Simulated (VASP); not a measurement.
MgO: single point with LDA

The system is MgO.

```
Mg O
1.0
     0.09341    2.13515    2.13515
     2.13515    0.09341    2.13515
     2.22856    2.22856    0.00000
Mg O
1 1
Direct
  0.00000 0.00000 0.00000
  0.50000 0.50000 0.50000
```

This cell differs from its parent crystal: strain +0.0875 x Voigt [0, 0, 0, 0, 0, 1].

* Program: VASP 6.6.1
* Task: single point
* Functional: LDA
* Potentials or basis: VASP PAW LDA potentials, release 64 (Mg, O)
* Cutoff: 520 eV
* k mesh: 10 × 10 × 10
* Occupations: gaussian, width 0.05 eV
* Spin: no spin polarisation
* Dipole correction: no
* Further INCAR settings: ALGO = Normal; EDIFF = 1e-06; NBANDS = 11

| Property | Result |
| --- | --- |
| Pressure | -12.9 GPa |
| Band gap on the k mesh | 3.85 eV, direct |

Stress tensor (GPa, compression positive):
```
-12.43 -12.52   0.00
-12.52 -12.43   0.00
  0.00   0.00 -13.91
```

Levels at points of the mesh, in eV from the valence-band top:
| k point | band 1 | band 2 | band 3 | band 4 | band 5 | band 6 | band 7 | band 8 | band 9 |
| --- | --- | --- | --- | --- | --- | --- | --- | --- | --- |
| (0.00, 0.00, 0.00) | -17.15 | -0.65 | -0.37 | 0.00 | 3.85 | 13.77 | 15.06 | 16.25 | 18.69 |
| (0.50, 0.00, 0.00) | -15.78 | -4.71 | -1.28 | -0.99 | 6.82 | 12.02 | 14.30 | 15.10 | 19.21 |
| (0.50, 0.50, 0.00) | -15.65 | -4.35 | -2.16 | -1.12 | 7.68 | 9.82 | 12.11 | 16.88 | 18.61 |
| (0.00, 0.00, 0.50) | -15.99 | -5.04 | -0.96 | -0.58 | 7.37 | 11.09 | 15.51 | 16.35 | 19.93 |
| (0.50, 0.00, 0.50) | -15.61 | -4.33 | -1.66 | -1.65 | 8.50 | 8.92 | 11.98 | 17.68 | 17.78 |

Run time: 15 s on 1 thread of AMD EPYC 9R45 96-Core Processor (Zen 5) (shared host), peak memory 0.13 GiB.

Caveat: the cell differs from its parent crystal (strain +0.0875 x Voigt [0, 0, 0, 0, 0, 1]).
